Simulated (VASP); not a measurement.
# AgCl (Chlorargyrite) (Fm-3m) in VASP: a series of runs, part 2 of 2

VASP 6.6.1. The steps go on from the part before.

### Step 3. Relaxation of cell and atoms, PBEsol

This run uses another cell than the first one, of 20.46 Å³/atom, 1.012 times its volume.

The input, INCAR:

```
  ALGO = Normal
  EDIFF = 1E-6
  EDIFFG = -0.002
  ENCUT = 600
  GGA = PS
  IBRION = 2
  ISIF = 3
  ISMEAR = -1
  LASPH = T
  LCHARG = F
  LREAL = F
  LWAVE = F
  NELM = 100
  NSW = 100
  PREC = Accurate
  SIGMA = 0.1
```

The input, KPOINTS:

```
k-points
0
Gamma
  16 16 16
```

The input, POSCAR:

```
AgCl
1.0
    0.0000000000      2.7350000000      2.7350000000
    2.7350000000      0.0000000000      2.7350000000
    2.7350000000      2.7350000000      0.0000000000
Ag Cl
1 1
Direct
    0.0000000000      0.0000000000      0.0000000000
    0.5000000000      0.5000000000      0.5000000000
```

Potentials or basis: VASP PAW PBE potentials, release 64 (Ag, Cl).

Launch:

```
$ cat potpaw_PBE.64/Ag/POTCAR potpaw_PBE.64/Cl/POTCAR > POTCAR
$ mpirun -np 1 vasp_std > vasp.out
```

OUTCAR:

```text
EDIFF = 1E-6
   EDIFFG = -0.002
   ENCUT = 600
   GGA = PS
   IBRION = 2
   ISIF = 3
   ISMEAR = -1
   LASPH = T
   LREAL = F
   NELM = 100
   NSW = 100
   PREC = Accurate

 ion  position               nearest neighbor table
   1  0.000  0.000  0.000-   2 2.73   2 2.73   2 2.73   2 2.73   2 2.73   2 2.73
   2  0.500  0.500  0.500-   1 2.73   1 2.73   1 2.73   1 2.73   1 2.73   1 2.73

  LATTYP: Found a face centered cubic cell.
 ALAT       =     5.4700000000

  Lattice vectors:

 A1 = (   0.0000000000,   2.7350000000,   2.7350000000)
 A2 = (   2.7350000000,   0.0000000000,   2.7350000000)
 A3 = (   2.7350000000,   2.7350000000,   0.0000000000)

Analysis of symmetry for initial positions (statically):
=====================================================================
 Subroutine PRICEL returns:
 Original cell was already a primitive cell.

 Routine SETGRP: Setting up the symmetry group for a
 face centered cubic supercell.

 Subroutine GETGRP returns: Found 48 space group operations
 (whereof 48 operations were pure point group operations)
 out of a pool of 48 trial point group operations.

The static configuration has the point symmetry O_h .

Analysis of symmetry for dynamics (positions and initial velocities):
=====================================================================
 Subroutine PRICEL returns:
 Original cell was already a primitive cell.

 Routine SETGRP: Setting up the symmetry group for a
 face centered cubic supercell.

 Subroutine GETGRP returns: Found 48 space group operations
 (whereof 48 operations were pure point group operations)
 out of a pool of 48 trial point group operations.

The dynamic configuration has the point symmetry O_h .

 Subroutine INISYM returns: Found 48 space group operations
 (whereof 48 operations are pure point group operations),
 and found     1 'primitive' translations

----------------------------------------------------------------------------------------

[... 166 lines left out ...]
    total drift:                                0.000000     -0.000000     -0.000000

  FREE ENERGIE OF THE ION-ELECTRON SYSTEM (eV)
  ---------------------------------------------------
  free  energy   TOTEN  =        -6.0603360481 eV

  energy  without entropy=       -6.0599887261  energy(sigma->0) =       -6.06016239

--------------------------------------- Ionic step        2  -------------------------------------------

 number of electron      17.9999997 magnetization

 Free energy of the ion-electron system (eV)
  ---------------------------------------------------
  ext. energy  EPLUGINS =         0.00000000
  ---------------------------------------------------
  free energy    TOTEN  =        -6.06163634 eV

  energy without entropy =       -6.06129713  energy(sigma->0) =       -6.06146673

 E-fermi :   5.0332     XC(G=0): -10.5071

 val. band max:        4.4353084025   @ k =   0.5000   0.0000   0.0000
 cond. band min:       5.1580503278   @ k =   0.0000   0.0000   0.0000
 fundamental gap:      0.7227419253
 Fermi energy:         5.0332114079

 k-point     1 :       0.0000    0.0000    0.0000
  band No.  band energies     occupation
      1     -11.0930      2.00000
      2       1.7196      2.00000
      3       1.7196      2.00000
      4       1.7196      2.00000
      5       1.7629      2.00000
      6       1.7629      2.00000
      7       1.8700      2.00000
      8       1.8700      2.00000
      9       1.8700      2.00000
     10       5.1581      0.44596
     11      15.1602      0.00000
     12      15.1602      0.00000
     13      15.1602      0.00000
[... 354 lines left out ...]
  band No.  band energies     occupation
      1     -11.0449      2.00000
      2       1.0402      2.00000
      3       1.0687      2.00000
      4       1.4008      2.00000
      5       1.7451      2.00000
      6       1.7896      2.00000
      7       2.1406      2.00000
      8       2.1899      2.00000
      9       2.6699      2.00000
     10       5.7097      0.00230
     11      14.1770      0.00000
     12      14.6698      0.00000
     13      15.2223      0.00000

 [... further k-points ...]
[... 5 lines left out ...]
  --------------------------------------------------------------------------------------
  -------------------------------------------------------------------------------------
  Total        0.0028408      0.0028408      0.0028408      0.0000000      0.0000000      0.0000000
  in kB        0.1127754      0.1127754      0.1127754      0.0000000      0.0000000      0.0000000
  external PRESSURE =       0.1127754 kB  Pullay stress =       0.0000000 kB

 VOLUME and BASIS-vectors are now :
 -----------------------------------------------------------------------------
  energy-cutoff  :      600.00
  volume of cell :       40.36
      direct lattice vectors                 reciprocal lattice vectors
     0.000000000  2.722503765  2.722503765    -0.183654475  0.183654475  0.183654475
     2.722503765  0.000000000  2.722503765     0.183654475 -0.183654475  0.183654475
     2.722503765  2.722503765 -0.000000000     0.183654475  0.183654475 -0.183654475

 POSITION                                       TOTAL-FORCE (eV/Angst)
 -----------------------------------------------------------------------------------
      2.72250      2.72250      5.44501        -0.000000      0.000000      0.000000
      2.72250      2.72250      2.72250         0.000000     -0.000000     -0.000000
 -----------------------------------------------------------------------------------
    total drift:                               -0.000000     -0.000000     -0.000000

  FREE ENERGIE OF THE ION-ELECTRON SYSTEM (eV)
  ---------------------------------------------------
  free  energy   TOTEN  =        -6.0616363400 eV

  energy  without entropy=       -6.0612971253  energy(sigma->0) =       -6.06146673

 reached required accuracy - stopping structural energy minimisation
```

OSZICAR:

```text
N       E                     dE             d eps       ncg     rms          rms(c)
DAV:   1     0.110237490130E+03    0.11024E+03   -0.96443E+03  3818   0.141E+03
[... 13 lines left out ...]
DAV:   1    -0.609590323213E+01   -0.35567E-01   -0.62554E-01  3770   0.881E+00    0.125E+00
DAV:   2    -0.606377393202E+01    0.32129E-01   -0.93021E-02  3770   0.373E+00    0.386E-01
DAV:   3    -0.606177265394E+01    0.20013E-02   -0.61448E-03  3870   0.631E-01    0.261E-01
DAV:   4    -0.606164113683E+01    0.13152E-03   -0.23686E-04  4035   0.142E-01    0.980E-02
DAV:   5    -0.606163629483E+01    0.48420E-05   -0.42329E-05  4395   0.106E-01    0.158E-02
DAV:   6    -0.606163685279E+01   -0.55796E-06   -0.16004E-05  3875   0.522E-02    0.707E-03
DAV:   7    -0.606163634003E+01    0.51276E-06   -0.97532E-07  1945   0.105E-02
   2 F= -.60616363E+01 E0= -.60614667E+01  d E =-.130029E-02
```

CONTCAR:

```text
AgCl
   1.00000000000000
     0.0000000000000000    2.7225037646640589    2.7225037646640589
     2.7225037646640589    0.0000000000000000    2.7225037646640589
     2.7225037646640589    2.7225037646640589   -0.0000000000000000
  Ag              Cl
     1     1
Direct
     1.0000000000000000    1.0000000000000000    0.0000000000000000
     0.5000000000000000    0.5000000000000000    0.5000000000000000

  0.00000000E+00  0.00000000E+00  0.00000000E+00
  0.00000000E+00  0.00000000E+00  0.00000000E+00
```

It took 56 s on 1 thread of AMD EPYC 9R45 (Zen 5), shared host; peak memory 0.23 GiB.

Results:

- Free energy: -6.0616 eV
- Relaxed volume: 20.18 Å³/atom
- Relaxed cell: a = 3.850 Å, b = 3.850 Å, c = 3.850 Å, α = 60.00°, β = 60.00°, γ = 60.00°
- Space group after relaxing (to 0.05 Å): Fm-3m (No. 225)
- Energy gained by relaxing: 0.7 meV/atom
- Ionic steps: 2
- Pressure after relaxing: 0.0 GPa
- Band gap on the k mesh: 0.72 eV, indirect (least direct gap 3.04 eV)

The path:
| step | energy change (eV) | largest force (eV/Å) | pressure (GPa) | volume (Å³) |
| --- | --- | --- | --- | --- |
| 1 | 0.0000 | 0.0000 | -0.74 | 40.92 |
| 2 | -0.0013 | 0.0000 | 0.01 | 40.36 |

Final structure:
```
Ag Cl
1.0
     0.00000    2.72250    2.72250
     2.72250    0.00000    2.72250
     2.72250    2.72250    0.00000
Ag Cl
1 1
Cartesian
  2.7225 2.7225 5.4450
  2.7225 2.7225 2.7225
```

Levels at points of the mesh, in eV from the valence-band top:
```
           k point  band 6  band 7  band 8  band 9  band 10  band 11  band 12  band 13
(0.00, 0.00, 0.00)   -2.67   -2.57   -2.57   -2.57     0.72    10.72    10.72    10.72
(0.50, 0.00, 0.00)   -2.28   -1.94    0.00    0.00     3.88     6.75     7.42     7.42
(0.50, 0.50, 0.00)   -2.45   -2.14   -2.14   -2.02     2.14     7.78     8.64    11.64
```

Caveat: the PAW data sets were made with another functional, which shifts forces and pressure a little. A k mesh can miss the band edges.
